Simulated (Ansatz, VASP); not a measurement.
**Two plane-wave programs on Si2C**

The input INCAR:

```
PREC     = Accurate       # precision mode
ENCUT    = 520            # plane-wave cutoff, eV
EDIFF    = 1E-6           # SCF threshold, eV
ISMEAR   = 0              # smearing method
SIGMA    = 0.1            # smearing width, eV
LREAL    = F              # projectors in reciprocal space
LASPH    = T              # aspherical terms in the spheres
NELM     = 150            # most SCF steps
ALGO     = Normal         # electronic algorithm
ISIF     = 2              # what is computed and relaxed
LWAVE    = F              # write WAVECAR
LCHARG   = F              # write CHGCAR
ISPIN    = 2              # spin polarisation
MAGMOM   = 0 0 1          # initial moments
LORBIT   = 11             # projections on sites
GGA      = PE             # functional
NBANDS   = 17             # bands
```

Contents of KPOINTS:

```
Automatic mesh
0
Gamma
  6 6 4
```

POSCAR

```
Si2C
1.0
    2.8650659403      0.0000000000      0.0000000000
   -1.4325329702      2.4812198878      0.0000000000
    0.0000000000      0.0000000000      4.8801827030
Si C
2 1
Direct
    0.0000000000      0.0000000000      0.7523925344
    0.0000000000      0.0000000000      0.2476074656
    0.3333333333      0.6666666667      0.0000000000
```

Input for Ansatz:

```yaml
crystal:
  lattice:
    - [2.8650659403, 0.0, 0.0]
    - [-1.4325329702, 2.4812198878, 0.0]
    - [0.0, 0.0, 4.880182703]
  atoms:
    - { symbol: Si, position: [0.0, 0.0, 0.7523925344] }
    - { symbol: Si, position: [0.0, 0.0, 0.2476074656] }
    - { symbol: C, position: [0.3333333333, 0.6666666667, 0.0], spin: 1.0 }
basis:
  ecutwfc: 420
kpoints:
  mp_grid: { grid: [6, 6, 4] }
hamiltonian:
  xc: pbe
scf:
  occupations: { method: gaussian, width: 0.1 }
  lower_state_search: "off"
output:
  forces: true
  stress: true
  eigenvalues: true
  populations: true
magnetization:
  spin_polarized: true
```

Change from the starting cell: ordered vacancies on the anion sites of tungsten carbide (P-6m2, No. 187).

Alike in both runs: task single point; functional PBE; k mesh 6 × 6 × 4; occupations gaussian, width 0.1 eV; collinear spin.

|  | VASP | Ansatz |
| --- | --- | --- |
| version | VASP 6.6.1 | Ansatz 0.2.0 |
| potentials or method | VASP PAW PBE potentials, release 64 (Si, C), cutoff 520 eV | scalar-relativistic, plane waves, PAW |
| valence electrons in the cell | 12 | 12 |

VASP gave:

```
gap on the k mesh at the Fermi level (eV)                     : none
pressure (GPa)                                                : 0.2
traceless stress, the component that is largest in VASP (GPa) : -0.38
rms of the force components (eV/Å)                            : 0.002
net moment per atom (μB)                                      : 0.00
```

Q: What did Ansatz give for the same quantities?

A: gap on the k mesh at the Fermi level (eV): none; pressure (GPa): 0.2; traceless stress, the component that is largest in VASP (GPa): -0.16; rms of the force components (eV/Å): 0.010; net moment per atom (μB): 0.00.

Atom by atom the forces differ by 0.008 eV/Å (rms over components). A gap of «none» marks a metal or a gap that the smearing closes. Ansatz's warnings: seeded moment not kept.

The k mesh is coarse, so the values compare programs but aren't converged.
